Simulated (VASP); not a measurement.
# Si (Imma) in VASP: a series of runs, part 2 of 2

VASP 6.6.1. The steps go on from the part before.

**4. Electric field gradients, LDA (volume scaled by 0.99)**

Contents of INCAR:

```
SYSTEM = Si
  PREC = Accurate
  ENCUT = 520
  EDIFF = 1E-8
  ISMEAR = -1
  SIGMA = 0.05
  LREAL = .False.
  LASPH = .True.
  NELM = 60
  ALGO = Normal
  ISIF = 2
  LWAVE = .False.
  LCHARG = .False.
  LEFG = .True.
  NBANDS = 11
```

Contents of KPOINTS:

```
Automatic mesh
0
Gamma
  16 16 16
  0 0 0
```

Contents of POSCAR:

```
Si
1.0
   -2.2434715157      2.3605785361      1.2707357541
    2.2434715157     -2.3605785361      1.2707357541
    2.2434715157      2.3605785361     -1.2707357541
Si
2
Direct
    0.8070000000      0.5570000000      0.2500000000
    0.1930000000      0.4430000000      0.7500000000
```

Potentials or basis: VASP PAW LDA potentials, release 64 (Si).

Command:

```
cat potpaw_LDA.64/Si/POTCAR > POTCAR
mpirun -np 1 vasp_std > vasp.out
```

OUTCAR:

```text
SYSTEM = Si
   PREC = Accurate
   ENCUT = 520
   EDIFF = 1E-8
   ISMEAR = -1
   LREAL = .False.
   LASPH = .True.
   NELM = 60
   ISIF = 2

 ion  position               nearest neighbor table
   1  0.807  0.557  0.250-   2 2.38   2 2.38   2 2.45   2 2.45   2 2.73   2 2.73
   2  0.193  0.443  0.750-   1 2.38   1 2.38   1 2.45   1 2.45   1 2.73   1 2.73

  LATTYP: Found a body centered orthorhombic cell.
 ALAT       =     2.5414715082
 B/A-ratio  =     1.7654901961
 C/A-ratio  =     1.8576470588

  Lattice vectors:

[... 553 lines left out ...]
  free  energy   TOTEN  =       -11.3985057500 eV

  energy  without entropy=      -11.3924520345  energy(sigma->0) =      -11.39547889

 Electric field gradients (V/A^2)
---------------------------------------------------------------------
 ion       V_xx      V_yy      V_zz      V_xy      V_xz      V_yz
---------------------------------------------------------------------
   1      10.144   -26.862    16.719    -0.000    -0.000    -0.000
   2      10.144   -26.862    16.719    -0.000    -0.000    -0.000
---------------------------------------------------------------------

 Electric field gradients after diagonalization (V/A^2)
 (convention: |V_zz| > |V_xx| > |V_yy|)
----------------------------------------------------------------------
 ion       V_xx      V_yy      V_zz     asymmetry (V_yy - V_xx)/ V_zz
----------------------------------------------------------------------
   1      16.719    10.144   -26.862       0.245
   2      16.719    10.144   -26.862       0.245
----------------------------------------------------------------------

           NMR quadrupolar parameters

 Cq : quadrupolar parameter    Cq=e*Q*V_zz/h
 eta: asymmetry parameters     (V_yy - V_xx)/ V_zz
 Q  : nuclear electric quadrupole moment in mb (millibarn)
----------------------------------------------------------------------
 ion       Cq(MHz)       eta       Q (mb)
----------------------------------------------------------------------
   1      -0.065       0.245       1.000
   2      -0.065       0.245       1.000
----------------------------------------------------------------------
```

OSZICAR:

```text
N       E                     dE             d eps       ncg     rms          rms(c)
DAV:   1     0.521948326773E+01    0.52195E+01   -0.35366E+03 13678   0.620E+02
DAV:   2    -0.110134863842E+02   -0.16233E+02   -0.15623E+02 17742   0.884E+01
DAV:   3    -0.114381467971E+02   -0.42466E+00   -0.42116E+00 17903   0.118E+01
DAV:   4    -0.114397875404E+02   -0.16407E-02   -0.16405E-02 16572   0.899E-01
DAV:   5    -0.114397943308E+02   -0.67904E-05   -0.67909E-05 17405   0.524E-02    0.515E+00
DAV:   6    -0.114138616988E+02    0.25933E-01   -0.45053E-03 16041   0.326E-01    0.298E+00
DAV:   7    -0.113986153628E+02    0.15246E-01   -0.92634E-03 15863   0.487E-01    0.192E-01
DAV:   8    -0.113985196458E+02    0.95717E-04   -0.78710E-04 16003   0.161E-01    0.456E-02
DAV:   9    -0.113985059712E+02    0.13675E-04   -0.19707E-05 17412   0.271E-02    0.255E-02
DAV:  10    -0.113985057456E+02    0.22559E-06   -0.20403E-06 17529   0.832E-03    0.196E-03
DAV:  11    -0.113985057500E+02   -0.44139E-08   -0.90012E-08 16400   0.192E-03
   1 F= -.11398506E+02 E0= -.11395479E+02  d E =-.605372E-02
```

stdout:

```text
POSCAR found type information on POSCAR Si
 POSCAR found :  1 types and       2 ions
 scaLAPACK will be used
 LDA part: xc-table for (Slater(with rela. corr.)+CA(PZ))
 , standard interpolation
 POSCAR, INCAR and KPOINTS ok, starting setup
 FFT: planning ... GRIDC
 FFT: planning ... GRID_SOFT
 FFT: planning ... GRID
 WAVECAR not read
 entering main loop
ion   1

ion   2
```

Run time: 4.1 min. Hardware: 1 thread of Intel Xeon 8259CL, shared host; peak memory 0.25 GiB.

What came out:

| Property | Result |
| --- | --- |
| Free energy | -11.3985 eV |
| Pressure | 12.6 GPa |
| Largest force | 0.006 eV/Å |
| Band gap on the k mesh | zero (band 4 reaches 13.78 eV, above the bottom of band 5 at 6.33 eV) |

Forces on the atoms (eV/Å):
```
Si   0.000  0.000  0.006
Si   0.000  0.000 -0.006
```

Levels at points of the mesh, in eV from the Fermi level:
| k point | band 1 | band 2 | band 3 | band 4 | band 5 | band 6 | band 7 | band 8 |
| --- | --- | --- | --- | --- | --- | --- | --- | --- |
| (0.00, 0.00, 0.00) | -14.85 | -2.97 | -2.48 | -1.65 | 1.09 | 7.80 | 9.14 | 10.01 |
| (0.50, 0.00, 0.00) | -7.95 | -7.65 | -1.79 | -1.36 | -1.30 | 0.05 | 4.88 | 5.23 |
| (0.00, 0.50, 0.00) | -7.88 | -7.33 | -2.82 | -2.20 | -1.41 | 1.08 | 5.20 | 6.28 |
| (0.50, 0.50, 0.00) | -11.48 | -11.48 | 0.15 | 0.15 | 2.95 | 2.95 | 8.70 | 8.70 |
| (0.50, 0.50, 0.50) | -9.23 | -8.18 | -7.71 | -7.42 | 5.77 | 6.55 | 14.21 | 14.83 |

Electric field gradients, principal values (V/Å²):
| atom | least | middle | greatest (by size) |
| --- | --- | --- | --- |
| 1 Si | 10.144 | 16.719 | -26.862 |
| 2 Si | 10.144 | 16.719 | -26.862 |

Caveat: without QUAD_EFG the Cq values of the log hold for a quadrupole moment of 1 mb, not for the nuclei.

**5. Electric field gradients, LDA (volume scaled by 1.02)**

Contents of INCAR:

```
ALGO     = Normal         # electronic algorithm
EDIFF    = 1E-8           # SCF threshold, eV
ENCUT    = 520            # plane-wave cutoff, eV
ISIF     = 2              # what is computed and relaxed
ISMEAR   = -1             # smearing method
LASPH    = True           # aspherical terms in the spheres
LCHARG   = False          # write CHGCAR
LEFG     = True         
LREAL    = False          # projectors in reciprocal space
LWAVE    = False          # write WAVECAR
NBANDS   = 11             # bands
NELM     = 80             # most SCF steps
PREC     = Accurate       # precision mode
SIGMA    = 0.05           # smearing width, eV
```

Contents of KPOINTS:

```
k-points
0
Gamma
  16 16 16
```

Contents of POSCAR:

```
Si
1.0
   -2.2659077192      2.3841858876      1.2834439547
    2.2659077192     -2.3841858876      1.2834439547
    2.2659077192      2.3841858876     -1.2834439547
Si
2
Direct
    0.8070000000      0.5570000000      0.2500000000
    0.1930000000      0.4430000000      0.7500000000
```

Potentials or basis: VASP PAW LDA potentials, release 64 (Si).

Command:

```
cat potpaw_LDA.64/Si/POTCAR > POTCAR
mpirun -np 1 vasp_std > vasp.out
```

OUTCAR:

```text
EDIFF = 1E-8
   ENCUT = 520
   ISIF = 2
   ISMEAR = -1
   LASPH = True
   LREAL = False
   NELM = 80
   PREC = Accurate

 ion  position               nearest neighbor table
   1  0.807  0.557  0.250-   2 2.40   2 2.40   2 2.47   2 2.47   2 2.76   2 2.76
   2  0.193  0.443  0.750-   1 2.40   1 2.40   1 2.47   1 2.47   1 2.76   1 2.76

  LATTYP: Found a body centered orthorhombic cell.
 ALAT       =     2.5668879094
 B/A-ratio  =     1.7654901960
 C/A-ratio  =     1.8576470588

  Lattice vectors:

 A1 = (   2.2659077192,  -2.3841858876,   1.2834439547)
 A2 = (  -2.2659077192,  -2.3841858876,  -1.2834439547)
 A3 = (   2.2659077192,   2.3841858876,  -1.2834439547)

[... 550 lines left out ...]

  energy  without entropy=      -11.4443566861  energy(sigma->0) =      -11.44740254

 Electric field gradients (V/A^2)
---------------------------------------------------------------------
 ion       V_xx      V_yy      V_zz      V_xy      V_xz      V_yz
---------------------------------------------------------------------
   1       9.736   -26.086    16.349    -0.000    -0.000    -0.000
   2       9.736   -26.086    16.349    -0.000    -0.000    -0.000
---------------------------------------------------------------------

 Electric field gradients after diagonalization (V/A^2)
 (convention: |V_zz| > |V_xx| > |V_yy|)
----------------------------------------------------------------------
 ion       V_xx      V_yy      V_zz     asymmetry (V_yy - V_xx)/ V_zz
----------------------------------------------------------------------
   1      16.349     9.736   -26.086       0.254
   2      16.349     9.736   -26.086       0.254
----------------------------------------------------------------------

           NMR quadrupolar parameters

 Cq : quadrupolar parameter    Cq=e*Q*V_zz/h
 eta: asymmetry parameters     (V_yy - V_xx)/ V_zz
 Q  : nuclear electric quadrupole moment in mb (millibarn)
----------------------------------------------------------------------
 ion       Cq(MHz)       eta       Q (mb)
----------------------------------------------------------------------
   1      -0.063       0.254       1.000
   2      -0.063       0.254       1.000
----------------------------------------------------------------------
```

OSZICAR:

```text
N       E                     dE             d eps       ncg     rms          rms(c)
DAV:   1     0.487896446164E+01    0.48790E+01   -0.35199E+03 13662   0.616E+02
DAV:   2    -0.110587065488E+02   -0.15938E+02   -0.15355E+02 17918   0.866E+01
DAV:   3    -0.114870116184E+02   -0.42831E+00   -0.42380E+00 17754   0.116E+01
DAV:   4    -0.114887697858E+02   -0.17582E-02   -0.17579E-02 16590   0.920E-01
DAV:   5    -0.114887772994E+02   -0.75135E-05   -0.75144E-05 17325   0.547E-02    0.489E+00
DAV:   6    -0.114647183535E+02    0.24059E-01   -0.45587E-03 16057   0.323E-01    0.282E+00
DAV:   7    -0.114505539420E+02    0.14164E-01   -0.93348E-03 15670   0.480E-01    0.191E-01
DAV:   8    -0.114504612499E+02    0.92692E-04   -0.74857E-04 16068   0.156E-01    0.434E-02
DAV:   9    -0.114504486182E+02    0.12632E-04   -0.19696E-05 17428   0.271E-02    0.233E-02
DAV:  10    -0.114504483817E+02    0.23649E-06   -0.19811E-06 17698   0.809E-03    0.155E-03
DAV:  11    -0.114504483867E+02   -0.50118E-08   -0.85758E-08 16115   0.187E-03
   1 F= -.11450448E+02 E0= -.11447403E+02  d E =-.609170E-02
```

It took 4.2 min on 1 thread of Intel Xeon 8259CL, shared host; peak memory 0.25 GiB.

Results:

| Item | Value |
| --- | --- |
| Free energy | -11.4504 eV |
| Pressure | 7.8 GPa |
| Largest force | 0.032 eV/Å |
| Band gap on the k mesh | zero (band 4 reaches 13.31 eV, above the bottom of band 5 at 6.07 eV) |

Forces in eV/Å, atoms in the order of the input:
```
Si   0.000  0.000  0.032
Si   0.000  0.000 -0.032
```

Levels at points of the mesh, in eV from the Fermi level:
| k point | band 1 | band 2 | band 3 | band 4 | band 5 | band 6 | band 7 | band 8 | band 9 |
| --- | --- | --- | --- | --- | --- | --- | --- | --- | --- |
| (0.00, 0.00, 0.00) | -14.56 | -2.90 | -2.42 | -1.76 | 1.23 | 7.75 | 8.91 | 9.77 | 10.28 |
| (0.50, 0.00, 0.00) | -7.83 | -7.49 | -1.77 | -1.33 | -1.30 | 0.14 | 4.74 | 5.12 | 10.01 |
| (0.00, 0.50, 0.00) | -7.80 | -7.13 | -2.75 | -2.15 | -1.50 | 1.21 | 5.07 | 6.24 | 9.24 |
| (0.50, 0.50, 0.00) | -11.27 | -11.27 | 0.17 | 0.17 | 2.89 | 2.89 | 8.50 | 8.50 | 10.33 |
| (0.50, 0.50, 0.50) | -9.11 | -8.09 | -7.49 | -7.22 | 5.63 | 6.51 | 13.78 | 14.34 | 14.49 |

Electric field gradients, principal values (V/Å²):
| atom | least | middle | greatest (by size) |
| --- | --- | --- | --- |
| 1 Si | 9.736 | 16.349 | -26.086 |
| 2 Si | 9.736 | 16.349 | -26.086 |

Caveat: without QUAD_EFG the Cq values of the log hold for a quadrupole moment of 1 mb, not for the nuclei.

**6. The runs side by side**

```csv
cell,gap on the mesh (eV),pressure (GPa),largest force (eV/Å)
"a = 3.599 Å, angles 99.8, 94.6, 138.5°, 2 atoms",none,2.3,0.05
"a = 3.496 Å, angles 100.2, 95.0, 137.4°, 2 atoms",none,12.6,0.01
"a = 3.531 Å, angles 100.2, 95.0, 137.4°, 2 atoms",none,7.8,0.03
```

Alike in all rows: task electric field gradients; level LDA; potentials or basis VASP PAW LDA potentials, release 64 (Si); no spin polarisation; k mesh 16 × 16 × 16; cutoff (eV) 520; smearing fermi-dirac 0.05 eV.

Absolute energies hang on the potentials; compare differences alone.
